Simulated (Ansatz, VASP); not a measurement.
**One calculation of HgTe, two programs**

```
Hg Te
1.0
     0.00000    3.28916    3.28916
     3.28916    0.00000    3.28916
     3.28916    3.28916    0.00000
Hg Te
1 1
Direct
  0.00000 0.00000 0.00000
  0.25000 0.25000 0.25000
```

Alike in both runs: task single point; functional r2SCAN; k mesh 6 × 6 × 6; occupations fermi-dirac, width 0.02 eV; no spin polarisation.

```csv
,VASP,Ansatz
version,VASP 6.6.1,Ansatz 0.2.0
potentials or method,"VASP PAW PBE potentials, release 64 (Hg, Te)","plane waves, PAW"
plane-wave cutoff (eV),520,500
valence electrons in the cell,18,36
```

|  | VASP | Ansatz | Ansatz less VASP |
| --- | --- | --- | --- |
| pressure (GPa) | 0.0 | 0.0 | -0.06 |

VASP's potentials were made for PBE, not for r2SCAN. VASP's potentials hold 18 valence electrons a cell and Ansatz's 36, so a difference there can come from the potentials and not from the codes.

Neither program's run includes spin-orbit coupling.
